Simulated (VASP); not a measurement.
Wanted: the native input for a VASP 6.6.1 run.

- Task: electric field gradients
- Functional: LDA
- Potentials or basis: VASP PAW LDA potentials, release 64 (Sn_d, O)
- Cutoff: 520 eV
- k mesh: 4 × 4 × 6
- Occupations: fermi-dirac, width 0.03 eV
- Spin: no spin polarisation
- Dipole correction: no
- Further INCAR settings: ALGO = Normal; EDIFF = 1e-08; NBANDS = 35

The structure of SnO2 lies in POSCAR:

```
SnO2
1.0
    4.7373500000      0.0000000000      0.0000000000
    0.0000000000      4.7373500000      0.0000000000
    0.0000000000      0.0000000000      3.1864000000
Sn O
2 4
Direct
    0.0000000000      0.0000000000      0.0000000000
    0.5000000000      0.5000000000      0.5000000000
    0.3056200000      0.3056200000      0.0000000000
    0.1943800000      0.8056200000      0.5000000000
    0.6943800000      0.6943800000      0.0000000000
    0.8056200000      0.1943800000      0.5000000000
```

These files were run (other wordings do the same):

INCAR

```
  PREC = Accurate
  ENCUT = 520
  EDIFF = 1E-8
  ISMEAR = -1
  SIGMA = 0.03
  LREAL = F
  LASPH = T
  NELM = 60
  ALGO = Normal
  ISIF = 2
  LWAVE = F
  LCHARG = F
  LEFG = T
  NBANDS = 35
```

KPOINTS

```
regular mesh
0
Gamma
  4 4 6
```

Potentials or basis: VASP PAW LDA potentials, release 64 (Sn_d, O).

Command:

```sh
$ cat potpaw_LDA.64/Sn_d/POTCAR potpaw_LDA.64/O/POTCAR > POTCAR
$ mpirun -np 1 vasp_std > vasp.out
```

It gave:

The pressure is 0.0 GPa. The largest force is 0.049 eV/Å and the band gap on the k mesh is 1.14 eV. The largest electric field gradient by atom is Sn +57.6; O -105.4 V/Å².

Caveat: without QUAD_EFG the Cq values of the log hold for a quadrupole moment of 1 mb, not for the nuclei; spin-orbit coupling is left out, which moves the levels of the heavy elements.

Wall time 60 s on 1 thread of Intel(R) Xeon(R) Platinum 8488C (Sapphire Rapids), on a shared host, peak memory 0.18 GiB.
